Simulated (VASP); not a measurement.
# Ti4C in VASP: further runs

The runs below take Ti4C through single point, relaxation of cell and atoms, with PBE.

All numbers are computed with VASP 6.6.1; they aren't measurements. Logs are shortened: lines on timing, memory, paths and dates and some standing lists are left out, and cuts for length are marked.

## 1. The cell of the first run

The structure is trigonal, space group R-3m (No. 166). Conventional cell: a = 5.971 Å, b = 5.971 Å, c = 7.339 Å, α = 90.00°, β = 90.00°, γ = 120.00°. Within 2.8 Å of Ti (site symmetry 2/m) lie 2 C at 2.11 Å. Within 3.9 Å of Ti (site symmetry -3m) lie 12 Ti at 2.99 Å and 8 C at 3.66 to 3.67 Å. Within 2.8 Å of C (site symmetry -3m) lie 6 Ti at 2.11 Å.

The cell was built from a structure type or drawn by symmetry, and may not be a known phase.

## 2. Single point, PBE

File INCAR:

```
SYSTEM = Ti4C
PREC = Accurate ; ENCUT = 520
EDIFF = 1E-6 ; ISMEAR = 0
SIGMA = 0.1 ; LREAL = .False.
LASPH = .True. ; NELM = 100
ALGO = Normal ; ISIF = 2
LWAVE = .False. ; LCHARG = .False.
GGA = PE ; NBANDS = 34
```

File KPOINTS:

```
Automatic mesh
0
Gamma
  6 6 6
  0 0 0
```

File POSCAR:

```
Ti4C
1.0
    2.9855433210      1.7237042390      2.4461860122
   -2.9855433210      1.7237042390      2.4461860122
    0.0000000000     -3.4474084813      2.4461860099
Ti C
4 1
Direct
    0.0000000000      0.0000000000      0.5000000000
    0.5000000000      0.0000000000      0.0000000000
    0.0000000000      0.5000000000      0.0000000000
    0.5000000000      0.5000000000      0.5000000000
    0.0000000000      0.0000000000      0.0000000000
```

Potentials or basis: VASP PAW PBE potentials, release 64 (Ti_sv, C).

The run is started by

```console
> cat potpaw_PBE.64/Ti_sv/POTCAR potpaw_PBE.64/C/POTCAR > POTCAR
> mpirun -np 1 vasp_std > vasp.out
```

OUTCAR:

```text
SYSTEM = Ti4C
   PREC = Accurate
   ENCUT = 520
   EDIFF = 1E-6
   ISMEAR = 0
   LREAL = .False.
   LASPH = .True.
   NELM = 100
   ISIF = 2
   GGA = PE

 ion  position               nearest neighbor table
   1  0.000  0.000  0.500-   5 2.11   5 2.11
   2  0.500  0.000  0.000-   5 2.11   5 2.11
   3  0.000  0.500  0.000-   5 2.11   5 2.11
   4  0.500  0.500  0.500-
   5  0.000  0.000  0.000-   2 2.11   3 2.11   3 2.11   2 2.11   1 2.11   1 2.11

  LATTYP: Found a trigonal (rhomboedric) cell.
 ALAT       =     4.2271090868
 COS(alpha) =     0.0023232785

  Lattice vectors:

 A1 = (   2.9855433210,   1.7237042390,   2.4461860122)
 A2 = (  -2.9855433210,   1.7237042390,   2.4461860122)
 A3 = (   0.0000000000,  -3.4474084813,   2.4461860099)

Analysis of symmetry for initial positions (statically):
=====================================================================
 Subroutine PRICEL returns:
 Original cell was already a primitive cell.

 Routine SETGRP: Setting up the symmetry group for a
 trigonal (rhombohedral) supercell.

 Subroutine GETGRP returns: Found 12 space group operations
 (whereof 12 operations were pure point group operations)
 out of a pool of 12 trial point group operations.

The static configuration has the point symmetry D_3d.

Analysis of symmetry for dynamics (positions and initial velocities):
=====================================================================
 Subroutine PRICEL returns:
 Original cell was already a primitive cell.

 Routine SETGRP: Setting up the symmetry group for a
 trigonal (rhombohedral) supercell.

 Subroutine GETGRP returns: Found 12 space group operations
 (whereof 12 operations were pure point group operations)
 out of a pool of 12 trial point group operations.

The dynamic configuration has the point symmetry D_3d.

 Subroutine INISYM returns: Found 12 space group operations
 (whereof 12 operations are pure point group operations),
 and found     1 'primitive' translations

----------------------------------------------------------------------------------------

                                     Primitive cell

  volume of cell :      75.5313

  direct lattice vectors                    reciprocal lattice vectors
     2.985543321  1.723704239  2.446186012     0.167473705  0.096690988  0.136266552
    -2.985543321  1.723704239  2.446186012    -0.167473705  0.096690988  0.136266552
     0.000000000 -3.447408481  2.446186010     0.000000000 -0.193381977  0.136266552

  length of vectors
     4.227109087  4.227109087  4.227109087     0.236569571  0.236569571  0.236569571

  position of ions in fractional coordinates (direct lattice)
     0.000000000  0.000000000  0.500000000
     0.500000000  0.000000000  0.000000000
     0.000000000  0.500000000  0.000000000
     0.500000000  0.500000000  0.500000000
     0.000000000  0.000000000  0.000000000

  ion indices of the primitive-cell ions
   primitive index   ion index
                 1           1
                 2           2
                 3           3
                 4           4
                 5           5

----------------------------------------------------------------------------------------

 KPOINTS: Automatic mesh

Automatic generation of k-mesh.
 Grid dimensions read from file:
 generate k-points for:    6    6    6

 Generating k-lattice:

  Cartesian coordinates                     Fractional coordinates (reciprocal lattice)
     0.027912284  0.016115165  0.022711092     0.166666667  0.000000000  0.000000000
    -0.027912284  0.016115165  0.022711092     0.000000000  0.166666667  0.000000000
     0.000000000 -0.032230329  0.022711092     0.000000000  0.000000000  0.166666667

  Length of vectors
     0.039428262  0.039428262  0.039428262

  Shift w.r.t. Gamma in fractional coordinates (k-lattice)
     0.000000000  0.000000000  0.000000000

 Subroutine IBZKPT returns following result:
 ===========================================

 Found     32 irreducible k-points:

 Following reciprocal coordinates:
            Coordinates               Weight
  0.000000  0.000000  0.000000      1.000000
  0.166667 -0.000000  0.000000      6.000000
  0.333333  0.000000  0.000000      6.000000
  0.500000 -0.000000  0.000000      3.000000
  0.166667  0.166667  0.000000      6.000000
  0.333333  0.166667  0.000000     12.000000
[... 16 lines left out ...]
  0.500000  0.500000  0.166667      6.000000
 -0.333333  0.500000  0.166667     12.000000
 [... further k-points ...]
   k-points           NKPTS =     32   k-points in BZ     NKDIM =     32   number of bands    NBANDS=     34
   number of dos      NEDOS =    301   number of ions     NIONS =      5
   total plane-waves  NPLWV =  32768
   dimension x,y,z NGX =    32 NGY =   32 NGZ =   32
   dimension x,y,z NGXF=    64 NGYF=   64 NGZF=   64
   ions per type =               4   1
   NGX,Y,Z   is equivalent  to a cutoff of  12.59, 12.59, 12.59 a.u.
   NGXF,Y,Z  is equivalent  to a cutoff of  25.17, 25.17, 25.17 a.u.
 SYSTEM =  Ti4C
   PREC   = accura    normal or accurate (medium, high low for compatibility)
   ISTART =      0    job   : 0-new  1-cont  2-samecut
   ICHARG =      2    charge: 1-file 2-atom 10-const
   ISPIN  =      1    spin polarized calculation?
   LNONCOLLINEAR =      F non collinear calculations
   LSORBIT =      F    spin-orbit coupling
   LASPH  =      T    aspherical Exc in radial PAW
   ENCUT  =  520.0 eV  38.22 Ry    6.18 a.u.   7.86  7.86  7.86*2*pi/ulx,y,z
   NELM   =    100;   NELMIN=  2; NELMDL= -5     # of ELM steps
   EDIFF  = 0.1E-05   stopping-criterion for ELM
   LREAL  =      F    real-space projection
   EDIFFG = 0.1E-04   stopping-criterion for IOM
   NSW    =      0    number of steps for IOM
   IBRION =     -1    ionic relax: 0-MD 1-quasi-New 2-CG
   NFREE  =      0    steps in history (QN), initial steepest desc. (CG)
   ISIF   =      2    stress and relaxation
   ISYM   =      2    0-nonsym 1-usesym 2-fastsym
   POTIM  = 0.5000    time-step for ionic-motion
   TEBEG  =    0.0;   TEEND  =   0.0 temperature during run
   PSTRESS=    0.0 pullay stress
   NELECT =      52.0000    total number of electrons
   NUPDOWN=      -1.0000    fix difference up-down
   EMIN   =  10.00;   EMAX   =-10.00  energy-range for DOS
   EFERMI =   0.00;   METHOD = LEGACY
   ISMEAR =     0;   SIGMA  =   0.10  broadening in eV -4-tet -1-fermi 0-gaus
   EFERMI_NEDOS =   21; number of points for ismear=-14 and -15
   IALGO  =     38    algorithm
   IMIX   =      4    mixing-type and parameters
     AMIX     =   0.40;   BMIX     =  1.00
     AMIX_MAG =   1.60;   BMIX_MAG =  1.00
  volume/ion in A,a.u.               =      15.11       101.94
  Fermi-wavevector in a.u.,A,eV,Ry     =   1.445552  2.731697 28.431006  2.089620
  Thomas-Fermi vector in A             =   2.563721
   LORBIT       =      0    0 simple, 1 ext, 2 COOP (PROOUT), +10 PAW based schemes
   GGA     = PE    functional components
   LHFCALC =     F    Hartree Fock is set to
   AEXX    =    0.0000 exact exchange contribution
   IVDW    =     0    specifies the selected vdW correction
   LEPSILON=     F    determine dielectric tensor
   LRPA    =     F    only Hartree local field effects (RPA)
 non-spin polarized calculation
 Gauss-broadening in eV      SIGMA  =   0.10
  energy-cutoff  :      520.00
  volume of cell :       75.53
 maximum number of plane-waves:      2050
   NGX = 15   NGY = 15   NGZ = 15

 number of electron      51.9999982 magnetization

 Free energy of the ion-electron system (eV)
  ---------------------------------------------------
  ext. energy  EPLUGINS =         0.00000000
  ---------------------------------------------------
  free energy    TOTEN  =       -41.90899597 eV

  energy without entropy =      -41.87323028  energy(sigma->0) =      -41.89111313

 E-fermi :   7.9069     XC(G=0): -11.6000

 val. band max:        7.8724726275   @ k =   0.5000   0.5000   0.1667
 cond. band min:       7.9362257163   @ k =  -0.3333   0.5000   0.1667
 fundamental gap:      0.0637530889
 Fermi energy:         7.9069016423

 k-point     1 :       0.0000    0.0000    0.0000
  band No.  band energies     occupation
      1     -48.7633      2.00000
      2     -48.5054      2.00000
      3     -48.4227      2.00000
      4     -48.4227      2.00000
      5     -25.1158      2.00000
      6     -25.1158      2.00000
[... 26 lines left out ...]
     33      11.1905      0.00000
     34      11.5774      0.00000

 k-point     2 :       0.1667   -0.0000    0.0000
  band No.  band energies     occupation
      1     -48.7615      2.00000
      2     -48.5018      2.00000
      3     -48.4281      2.00000
      4     -48.4226      2.00000
      5     -25.1003      2.00000
      6     -25.0987      2.00000
[... 26 lines left out ...]
     33      10.9944      0.00000
     34      10.9998      0.00000

 k-point     3 :       0.3333    0.0000    0.0000
  band No.  band energies     occupation
      1     -48.7579      2.00000
      2     -48.4922      2.00000
      3     -48.4414      2.00000
      4     -48.4225      2.00000
      5     -25.0636      2.00000
      6     -25.0613      2.00000
[... 26 lines left out ...]
     33      10.2727      0.00000
     34      10.5255      0.00000

 k-point     4 :       0.5000   -0.0000    0.0000
  band No.  band energies     occupation
      1     -48.7560      2.00000
      2     -48.4846      2.00000
      3     -48.4509      2.00000
      4     -48.4225      2.00000
      5     -25.0403      2.00000
      6     -25.0374      2.00000
[... 26 lines left out ...]
     33      10.0277      0.00000
     34      10.1386      0.00000

 k-point     5 :       0.1667    0.1667    0.0000
  band No.  band energies     occupation
      1     -48.7600      2.00000
      2     -48.4982      2.00000
      3     -48.4303      2.00000
      4     -48.4255      2.00000
      5     -25.0953      2.00000
      6     -25.0848      2.00000
[... 621 lines left out ...]
 k-point    22 :      -0.1667    0.3333    0.1667
  band No.  band energies     occupation
      1     -48.7560      2.00000
      2     -48.4848      2.00000
      3     -48.4425      2.00000
      4     -48.4303      2.00000
      5     -25.0773      2.00000
      6     -25.0716      2.00000
[... 26 lines left out ...]
     33      10.2266      0.00000
     34      10.3802      0.00000

 k-point    23 :       0.5000    0.5000    0.1667
  band No.  band energies     occupation
      1     -48.7530      2.00000
      2     -48.4539      2.00000
      3     -48.4532      2.00000
      4     -48.4529      2.00000
      5     -25.0948      2.00000
      6     -25.0926      2.00000
[... 26 lines left out ...]
     33      10.5114      0.00000
     34      10.5212      0.00000

 k-point    24 :      -0.3333    0.5000    0.1667
  band No.  band energies     occupation
      1     -48.7536      2.00000
      2     -48.4666      2.00000
      3     -48.4529      2.00000
      4     -48.4401      2.00000
      5     -25.0921      2.00000
      6     -25.0793      2.00000
[... 26 lines left out ...]
     33      10.2496      0.00000
     34      10.4747      0.00000

 [... further k-points ...]
[... 5 lines left out ...]
  --------------------------------------------------------------------------------------
  -------------------------------------------------------------------------------------
  Total        0.0900523      0.0900523     -0.0881761      0.0000000      0.0000000      0.0000000
  in kB        1.9101992      1.9101992     -1.8704007      0.0000000      0.0000000      0.0000000
  external PRESSURE =       0.6499993 kB  Pullay stress =       0.0000000 kB

 VOLUME and BASIS-vectors are now :
 -----------------------------------------------------------------------------
  energy-cutoff  :      520.00
  volume of cell :       75.53
      direct lattice vectors                 reciprocal lattice vectors
     2.985543321  1.723704239  2.446186012     0.167473705  0.096690988  0.136266552
    -2.985543321  1.723704239  2.446186012    -0.167473705  0.096690988  0.136266552
     0.000000000 -3.447408481  2.446186010     0.000000000 -0.193381977  0.136266552

 POSITION                                       TOTAL-FORCE (eV/Angst)
 -----------------------------------------------------------------------------------
      0.00000     -1.72370      1.22309        -0.000000     -0.000000      0.000000
      1.49277      0.86185      1.22309        -0.000000      0.000000      0.000000
     -1.49277      0.86185      1.22309         0.000000      0.000000     -0.000000
      0.00000     -0.00000      3.66928         0.000000     -0.000000      0.000000
      0.00000      0.00000      0.00000        -0.000000      0.000000     -0.000000
 -----------------------------------------------------------------------------------
    total drift:                               -0.000000      0.000000     -0.000000

  FREE ENERGIE OF THE ION-ELECTRON SYSTEM (eV)
  ---------------------------------------------------
  free  energy   TOTEN  =       -41.9089959731 eV

  energy  without entropy=      -41.8732302829  energy(sigma->0) =      -41.89111313
```

Run time: 2.4 min. Hardware: 1 thread of Intel Xeon 8259CL, shared host; peak memory 0.21 GiB.

Results:

- Free energy: -41.9090 eV
- Pressure: 0.1 GPa
- Band gap on the k mesh: zero (bands 26 and 27 overlap by 0.80 eV)

Stress tensor (GPa, compression positive):
```
 0.19  0.00  0.00
 0.00  0.19  0.00
 0.00  0.00 -0.19
```

Levels at points of the mesh, in eV from the Fermi level:
```
           k point  band 22  band 23  band 24  band 25  band 26  band 27  band 28  band 29  band 30  band 31
(0.00, 0.00, 0.00)    -1.38    -1.38    -1.14    -1.14    -1.13     0.98     1.01     1.01     2.35     2.35
(0.50, 0.00, 0.00)    -2.07    -1.14    -0.38    -0.27    -0.20    -0.19     1.32     1.36     1.37     1.67
(0.50, 0.50, 0.00)    -0.80    -0.79    -0.47    -0.17    -0.17    -0.04     0.22     0.99     1.02     1.67
(0.50, 0.50, 0.50)    -0.56    -0.53    -0.53     0.57     0.60     0.60     0.90     0.90     1.02     1.02
```

[end of part 1 of 2]
